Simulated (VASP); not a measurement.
# In3As (Pm-3m) in VASP: further runs, part 2 of 2

VASP 6.6.1.

### Step 3. Relaxation of cell and atoms, PBEsol, target pressure 20 GPa, at which the enthalpy is minimised

INCAR reads:

```
PREC = Accurate
ENCUT = 600
EDIFF = 1E-6
ISMEAR = -1
SIGMA = 0.05
LREAL = F
LASPH = T
NELM = 100
ALGO = Normal
ISIF = 3
LWAVE = F
LCHARG = F
GGA = PS
IBRION = 2
NSW = 80
EDIFFG = -0.01
PSTRESS = 200.0
```

KPOINTS reads:

```
regular mesh
0
Gamma
  6 6 6
```

POSCAR reads:

```
In3As
1.0
    4.6716810000      0.0000000000      0.0000000000
    0.0000000000      4.6716810000      0.0000000000
    0.0000000000      0.0000000000      4.6716810000
In As
3 1
Direct
    0.5000000000      0.5000000000      0.0000000000
    0.5000000000      0.0000000000      0.5000000000
    0.0000000000      0.5000000000      0.5000000000
    0.0000000000      0.0000000000      0.0000000000
```

Potentials or basis: VASP PAW PBE potentials, release 64 (In_d, As).

On the command line:

```bash
cat potpaw_PBE.64/In_d/POTCAR potpaw_PBE.64/As/POTCAR > POTCAR
mpirun -np 1 vasp_std > vasp.out
```

OUTCAR:

```text
PREC = Accurate
   ENCUT = 600
   EDIFF = 1E-6
   ISMEAR = -1
   LREAL = F
   LASPH = T
   NELM = 100
   ISIF = 3
   GGA = PS
   IBRION = 2
   NSW = 80
   EDIFFG = -0.01
   PSTRESS = 200.0

 ion  position               nearest neighbor table
   1  0.500  0.500  0.000-   2 3.30   3 3.30   4 3.30   2 3.30   3 3.30   2 3.30   4 3.30   2 3.30
                             3 3.30   4 3.30   3 3.30   4 3.30
   2  0.500  0.000  0.500-   1 3.30   3 3.30   4 3.30   1 3.30   4 3.30   1 3.30   3 3.30   1 3.30
                             3 3.30   4 3.30   4 3.30   3 3.30
   3  0.000  0.500  0.500-   1 3.30   2 3.30   4 3.30   1 3.30   4 3.30   2 3.30   4 3.30   4 3.30
                             1 3.30   2 3.30   1 3.30   2 3.30
   4  0.000  0.000  0.000-   1 3.30   2 3.30   3 3.30   2 3.30   3 3.30   1 3.30   3 3.30   3 3.30
                             1 3.30   2 3.30   2 3.30   1 3.30

  LATTYP: Found a simple cubic cell.
 ALAT       =     4.6716810000

  Lattice vectors:

 A1 = (   4.6716810000,   0.0000000000,   0.0000000000)
 A2 = (   0.0000000000,   4.6716810000,   0.0000000000)
 A3 = (   0.0000000000,   0.0000000000,   4.6716810000)

Analysis of symmetry for initial positions (statically):
=====================================================================
 Subroutine PRICEL returns:
 Original cell was already a primitive cell.

 Routine SETGRP: Setting up the symmetry group for a
 simple cubic supercell.

 Subroutine GETGRP returns: Found 48 space group operations
 (whereof 48 operations were pure point group operations)
 out of a pool of 48 trial point group operations.

The static configuration has the point symmetry O_h .

Analysis of symmetry for dynamics (positions and initial velocities):
=====================================================================
 Subroutine PRICEL returns:
 Original cell was already a primitive cell.

 Routine SETGRP: Setting up the symmetry group for a
 simple cubic supercell.

 Subroutine GETGRP returns: Found 48 space group operations
 (whereof 48 operations were pure point group operations)
 out of a pool of 48 trial point group operations.

The dynamic configuration has the point symmetry O_h .
[... 121 lines left out ...]
  Thomas-Fermi vector in A             =   2.371720
   LORBIT       =      0    0 simple, 1 ext, 2 COOP (PROOUT), +10 PAW based schemes
   GGA     = PS    functional components
   LHFCALC =     F    Hartree Fock is set to
   AEXX    =    0.0000 exact exchange contribution
   IVDW    =     0    specifies the selected vdW correction
   LEPSILON=     F    determine dielectric tensor
   LRPA    =     F    only Hartree local field effects (RPA)
 conjugate gradient relaxation of ions
 non-spin polarized calculation
  energy-cutoff  :      600.00
  volume of cell :      101.96
 maximum number of plane-waves:      3448
 NGX is ok and might be reduce to    40
   NGX = 19   NGY = 19   NGZ = 19

--------------------------------------- Ionic step        1  -------------------------------------------

 number of electron      44.0000015 magnetization

 Free energy of the ion-electron system (eV)
  ---------------------------------------------------
  ext. energy  EPLUGINS =         0.00000000
  ---------------------------------------------------
  free energy    TOTEN  =       -13.71754046 eV

  energy without entropy =      -13.70222236  energy(sigma->0) =      -13.70988141

------------------------ aborting loop because EDIFF is reached ----------------------------------------

  FORCE on cell =-STRESS in cart. coord.  units (eV):
  Direction    XX          YY          ZZ          XY          YZ          ZX
  --------------------------------------------------------------------------------------
  -------------------------------------------------------------------------------------
  Total       -1.4961134     -1.4961134     -1.4961134     -0.0000000      0.0000000     -0.0000000
  in kB      -23.5101577    -23.5101577    -23.5101577     -0.0000000      0.0000000     -0.0000000
  external PRESSURE =    -223.5101577 kB  Pullay stress =     200.0000000 kB
[... 67 lines left out ...]
--------------------------------------- Ionic step        3  -------------------------------------------

 number of electron      44.0000014 magnetization

 E-fermi :   9.9908     XC(G=0): -11.5736

 val. band max:        9.8994026937   @ k =   0.3333   0.3333   0.3333
 cond. band min:      10.0289486325   @ k =   0.3333   0.1667   0.0000
 fundamental gap:      0.1295459388
 Fermi energy:         9.9908122347

 k-point     1 :       0.0000    0.0000    0.0000
  band No.  band energies     occupation
      1      -5.4894      2.00000
      2      -5.3835      2.00000
      3      -5.3835      2.00000
      4      -5.3835      2.00000
      5      -5.1029      2.00000
      6      -5.1029      2.00000
[... 728 lines left out ...]
--------------------------------------- Ionic step        7  -------------------------------------------

 number of electron      44.0000012 magnetization

 Free energy of the ion-electron system (eV)
  ---------------------------------------------------
  ext. energy  EPLUGINS =         0.00000000
  ---------------------------------------------------
  free energy    TOTEN  =       -12.79428214 eV

  energy without entropy =      -12.78039796  energy(sigma->0) =      -12.78734005

 E-fermi :  10.2571     XC(G=0): -11.6581

 val. band max:       10.1488694601   @ k =   0.3333   0.3333   0.3333
 cond. band min:      10.3026261591   @ k =   0.3333   0.1667   0.0000
 fundamental gap:      0.1537566990
 Fermi energy:        10.2571248000

 k-point     1 :       0.0000    0.0000    0.0000
  band No.  band energies     occupation
      1      -5.3154      2.00000
      2      -5.1996      2.00000
      3      -5.1996      2.00000
      4      -5.1996      2.00000
      5      -4.9109      2.00000
      6      -4.9109      2.00000
[... 604 lines left out ...]
  energy  without entropy=      -12.7803979631  energy(sigma->0) =      -12.78734005

  enthalpy is  TOTEN    =        -3.1839386849 eV   P V=        9.6103434517

 reached required accuracy - stopping structural energy minimisation
```

OSZICAR:

```text
N       E                     dE             d eps       ncg     rms          rms(c)
DAV:   1     0.388051403767E+03    0.38805E+03   -0.23559E+04  1040   0.239E+03
DAV:   2     0.211687173155E+02   -0.36688E+03   -0.36382E+03  1040   0.492E+02
DAV:   3    -0.126477027973E+02   -0.33816E+02   -0.33156E+02  1348   0.171E+02
DAV:   4    -0.139023529314E+02   -0.12547E+01   -0.12444E+01  1210   0.340E+01
[... 64 lines left out ...]
DAV:   1    -0.127950948394E+02    0.11906E-01   -0.21902E-02  1312   0.259E+00    0.183E-01
DAV:   2    -0.127943838698E+02    0.71097E-03   -0.16914E-03  1396   0.802E-01    0.613E-02
DAV:   3    -0.127942816538E+02    0.10222E-03   -0.35195E-04  1430   0.340E-01    0.229E-02
DAV:   4    -0.127942813568E+02    0.29709E-06   -0.15122E-05  1086   0.336E-02    0.908E-03
DAV:   5    -0.127942821365E+02   -0.77980E-06   -0.11817E-06   520   0.185E-02
   7 F= -.31839387E+01 E0= -.31769966E+01  d E =-.410904E-04
```

CONTCAR:

```text
In3As
   1.00000000000000
     4.2540882839452161   -0.0000000000000000   -0.0000000000000000
    -0.0000000000000000    4.2540882839452161   -0.0000000000000000
    -0.0000000000000000    0.0000000000000000    4.2540882839452161
  In              As
     3     1
Direct
     0.5000000000000000    0.5000000000000000    0.0000000000000000
     0.5000000000000000    0.0000000000000000    0.5000000000000000
     0.0000000000000000    0.5000000000000000    0.5000000000000000
     0.0000000000000000    0.0000000000000000    0.0000000000000000

  0.00000000E+00  0.00000000E+00  0.00000000E+00
  0.00000000E+00  0.00000000E+00  0.00000000E+00
  0.00000000E+00  0.00000000E+00  0.00000000E+00
  0.00000000E+00  0.00000000E+00  0.00000000E+00
```

It took 2.6 min on 1 thread of AMD EPYC 9R45 (Zen 5), shared host; peak memory 0.26 GiB.

Results:

```yaml
Free_energy: -12.7943 eV
Relaxed_volume: 19.25 Å³/atom
Relaxed_cell: a = 4.254 Å, b = 4.254 Å, c = 4.254 Å, α = 90.00°, β = 90.00°, γ = 90.00°
Space_group_after_relaxing_to_0.1_Å: Pm-3m (No. 221)
Energy_change_on_relaxing_the_run_minimises_the_enthalpy: +230.8 meV/atom
Ionic_steps: 7
Pressure_after_relaxing: 20.0 GPa
Band_gap_on_the_k_mesh: zero (bands 22 and 23 overlap by 5.61 eV)
```

The path:
```
step  energy change (eV)  largest force (eV/Å)  pressure (GPa)  volume (Å³)
   1              0.0000                0.0000           -2.35       101.96
   2              6.5933                0.0000           91.15        57.97
   3              0.7715                0.0000           17.71        78.28
   4              0.8789                0.0000           19.35        77.35
   5              0.9340                0.0000           20.16        76.90
   6              0.9105                0.0000           19.81        77.09
   7              0.9233                0.0000           20.02        76.99
```

Final structure:
```yaml
crystal:
  lattice:
    - [4.25409, 0.00000, 0.00000]
    - [0.00000, 4.25409, 0.00000]
    - [0.00000, 0.00000, 4.25409]
  atoms:
    - { symbol: In, position: [0.50000, 0.50000, 0.00000] }
    - { symbol: In, position: [0.50000, 0.00000, 0.50000] }
    - { symbol: In, position: [0.00000, 0.50000, 0.50000] }
    - { symbol: As, position: [0.00000, 0.00000, 0.00000] }
```

Levels at points of the mesh, in eV from the Fermi level:
```csv
k point,band 19,band 20,band 21,band 22,band 23,band 24,band 25,band 26
"(0.00, 0.00, 0.00)",-4.37,-4.37,-1.72,-1.72,2.15,2.15,2.15,5.00
"(0.50, 0.00, 0.00)",-2.53,-2.53,-0.77,-0.77,-0.44,-0.33,0.78,5.57
"(0.50, 0.50, 0.00)",-7.39,-1.33,-0.79,0.86,0.86,1.63,1.63,2.20
"(0.50, 0.50, 0.50)",-5.85,-4.96,-4.71,-4.71,-4.71,5.90,5.90,5.90
```

Caveat: the cell is relaxed towards a set pressure, so the run minimises the enthalpy, not the energy; the volume moved by over 15 % at a fixed basis, so the end points are rough; the PAW data sets were made with another functional, which shifts forces and pressure a little; spin-orbit coupling is left out, which moves the levels of the heavy elements.

### Step 4. Relaxation of cell and atoms, PBEsol, target pressure 30 GPa, at which the enthalpy is minimised

INCAR reads:

```
PREC = Accurate ; ENCUT = 600
EDIFF = 1E-6 ; ISMEAR = -1
SIGMA = 0.05 ; LREAL = F
LASPH = T ; NELM = 80
ALGO = Normal ; ISIF = 3
LWAVE = F ; LCHARG = F
GGA = PS ; IBRION = 2
NSW = 80 ; EDIFFG = -0.01
PSTRESS = 300.0
```

KPOINTS reads:

```
Automatic mesh
0
Gamma
  6 6 6
```

POSCAR is that of step 3.

On the command line:

```bash
cat potpaw_PBE.64/In_d/POTCAR potpaw_PBE.64/As/POTCAR > POTCAR
mpirun -np 1 vasp_std > vasp.out
```

Wall time 4.3 min (1 thread of AMD EPYC 9R45 (Zen 5), shared host); peak memory 0.26 GiB.

Results (log left out):

```
Free energy                                                : -12.0670 eV
Relaxed volume                                             : 18.07 Å³/atom
Relaxed cell                                               : a = 4.166 Å, b = 4.166 Å, c = 4.166 Å, α = 90.00°, β = 90.00°, γ = 90.00°
Space group after relaxing (to 0.1 Å)                      : Pm-3m (No. 221)
Energy change on relaxing (the run minimises the enthalpy) : +412.6 meV/atom
Ionic steps                                                : 15
Pressure after relaxing                                    : 30.0 GPa
Band gap on the k mesh                                     : zero (bands 22 and 23 overlap by 5.80 eV)
```

Step by step:
| step | energy change (eV) | largest force (eV/Å) | pressure (GPa) | volume (Å³) |
| --- | --- | --- | --- | --- |
| 1 | 0.0000 | 0.0000 | -2.35 | 101.96 |
| 2 | 22.3165 | 0.0000 | 295.28 | 43.31 |
| 3 | 1.1042 | 0.0000 | 22.60 | 75.63 |
| 4 | 1.3744 | 0.0000 | 26.34 | 73.85 |
| 5 | 1.6549 | 0.0000 | 30.10 | 72.26 |
| 6 | 1.5577 | 0.0000 | 28.81 | 72.79 |
| 7 | 1.5637 | 0.0000 | 28.87 | 72.75 |
| 8 | 1.5816 | 0.0000 | 29.15 | 72.66 |
| 9 | 1.5820 | 0.0000 | 29.11 | 72.65 |
| 10 | 1.5831 | 0.0000 | 29.16 | 72.65 |
| 11 | 1.5852 | 0.0000 | 29.18 | 72.64 |
| 12 | 1.5895 | 0.0000 | 29.24 | 72.61 |
| 13 | 1.5981 | 0.0000 | 29.33 | 72.57 |
| 14 | 1.6155 | 0.0000 | 29.60 | 72.47 |
| 15 | 1.6506 | 0.0000 | 30.04 | 72.28 |

Final structure:
```
In As
1.0
     4.16560    0.00000    0.00000
     0.00000    4.16560    0.00000
     0.00000    0.00000    4.16560
In As
3 1
Direct
  0.50000 0.50000 0.00000
  0.50000 0.00000 0.50000
  0.00000 0.50000 0.50000
  0.00000 0.00000 0.00000
```

Levels at points of the mesh, in eV from the Fermi level:
| k point | band 18 | band 19 | band 20 | band 21 | band 22 | band 23 | band 24 | band 25 | band 26 |
| --- | --- | --- | --- | --- | --- | --- | --- | --- | --- |
| (0.00, 0.00, 0.00) | -4.79 | -4.79 | -4.79 | -1.73 | -1.73 | 2.13 | 2.13 | 2.13 | 5.06 |
| (0.50, 0.00, 0.00) | -4.51 | -2.78 | -2.78 | -0.98 | -0.98 | -0.43 | -0.28 | 0.58 | 5.77 |
| (0.50, 0.50, 0.00) | -7.98 | -7.84 | -1.49 | -0.90 | 0.95 | 0.95 | 1.52 | 1.52 | 2.27 |
| (0.50, 0.50, 0.50) | -6.37 | -6.37 | -5.42 | -4.86 | -4.86 | -4.86 | 6.18 | 6.18 | 6.18 |

Caveat: the cell is relaxed towards a set pressure, so the run minimises the enthalpy, not the energy; the volume moved by over 15 % at a fixed basis, so the end points are rough; the PAW data sets were made with another functional, which shifts forces and pressure a little; spin-orbit coupling is left out, which moves the levels of the heavy elements.

### Step 5. Single point, r2SCAN

POSCAR is that of step 4.

INCAR.step1 reads:

```
PREC = Accurate
ENCUT = 560
ISMEAR = -1
SIGMA = 0.05
LREAL = False
LASPH = True
NELM = 120
NBANDS = 35
GGA = PE
ALGO = Normal
EDIFF = 1E-5
LWAVE = True
LCHARG = False
GGA_COMPAT = False
```

INCAR.step2 reads:

```
PREC = Accurate
ENCUT = 560
EDIFF = 1E-6
ISMEAR = -1
SIGMA = 0.05
LREAL = False
LASPH = True
NELM = 120
ALGO = Normal
ISIF = 2
LWAVE = False
LCHARG = True
METAGGA = R2SCAN
LMIXTAU = True
LELF = True
LVHAR = True
NBANDS = 35
ISTART = 1
GGA_COMPAT = False
```

KPOINTS reads:

```
regular mesh
0
Gamma
  5 5 5
```

Potentials or basis: VASP PAW PBE potentials, release 64 (In_d, As_d).

On the command line:

```bash
cat potpaw_PBE.64/In_d/POTCAR potpaw_PBE.64/As_d/POTCAR > POTCAR
cp INCAR.step1 INCAR
mpirun -np 1 vasp_std > vasp.out
cp INCAR.step2 INCAR
mpirun -np 1 vasp_std > vasp.out
```

Run time: 47 s. Hardware: 1 thread of Intel Xeon 6975P-C (Granite Rapids), shared host; peak memory 0.22 GiB.

The run converged. Its results:

```
Free energy            : -81.9423 eV
Pressure               : -0.5 GPa
Band gap on the k mesh : zero (bands 27 and 28 overlap by 2.29 eV)
```

Levels at points of the mesh, in eV from the Fermi level:
```csv
k point,band 24,band 25,band 26,band 27,band 28,band 29,band 30,band 31
"(0.00, 0.00, 0.00)",-3.19,-3.19,-1.99,-1.99,2.01,2.01,2.01,4.68
```

Caveat: the PAW data sets were made with another functional, which shifts forces and pressure a little; spin-orbit coupling is left out, which moves the levels of the heavy elements.

### Step 6. Summary

| task | level | potentials or basis | cell | k mesh | cutoff (eV) | gap on the mesh (eV) | pressure (GPa) |
| --- | --- | --- | --- | --- | --- | --- | --- |
| relaxation of cell and atoms | PBEsol | VASP PAW PBE potentials, release 64 (In_d, As) | relaxed to 10 GPa | 6 × 6 × 6 | 600 | none | 9.9 |
| relaxation of cell and atoms | PBEsol | VASP PAW PBE potentials, release 64 (In_d, As) | relaxed to 20 GPa | 6 × 6 × 6 | 600 | none | 20.0 |
| relaxation of cell and atoms | PBEsol | VASP PAW PBE potentials, release 64 (In_d, As) | relaxed to 30 GPa | 6 × 6 × 6 | 600 | none | 30.0 |
| single point | r2SCAN | VASP PAW PBE potentials, release 64 (In_d, As_d) | as given | 5 × 5 × 5 | 560 | none | -0.5 |

Alike in all rows: no spin polarisation; smearing fermi-dirac 0.05 eV.

Caveats: the PAW data sets were made with another functional, which shifts forces and pressure a little; spin-orbit coupling is left out, which moves the levels of the heavy elements; the cell is relaxed towards a set pressure, so the run minimises the enthalpy, not the energy (at least some runs); the volume moved by over 15 % at a fixed basis, so the end points are rough (at least some runs).

Total energies depend on the potentials used, so only differences within one code and one set of settings carry meaning.

The gap in the log of VASP goes by the Fermi energy; the results here count the filled bands.